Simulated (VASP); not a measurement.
TaN:

```
Ta N
1.0
     0.00000    2.17900    2.17900
     2.17900    0.00000    2.17900
     2.17900    2.17900    0.00000
Ta N
1 1
Direct
  0.50000 0.50000 0.50000
  0.00000 0.00000 0.00000
```

Base run:

* Program: VASP 6.6.1
* Functional: PBE
* Potentials or basis: VASP PAW PBE potentials, release 64 (Ta_pv, N)
* Cutoff: 600 eV
* k mesh: 7 × 7 × 7
* Occupations: fermi-dirac, width 0.1 eV
* Spin: no spin polarisation

Its results: band gap on the k mesh zero (band 8 reaches 11.25 eV, above the bottom of band 9 at 7.67 eV); pressure 15.3 GPa.

Q: After a change of settings the same cell gave: band gap on the k mesh zero (band 8 reaches 9.93 eV, above the bottom of band 9 at 7.65 eV); pressure 22.0 GPa. Which change was it?
A. k mesh from 7 × 7 × 7 to 9 × 9 × 9
B. k mesh from 7 × 7 × 7 to 3 × 3 × 3
C. k mesh from 7 × 7 × 7 to 5 × 5 × 5

A: B.

Caveats: some runs use coarse meshes; spin-orbit coupling is left out, which moves the levels of the heavy elements.
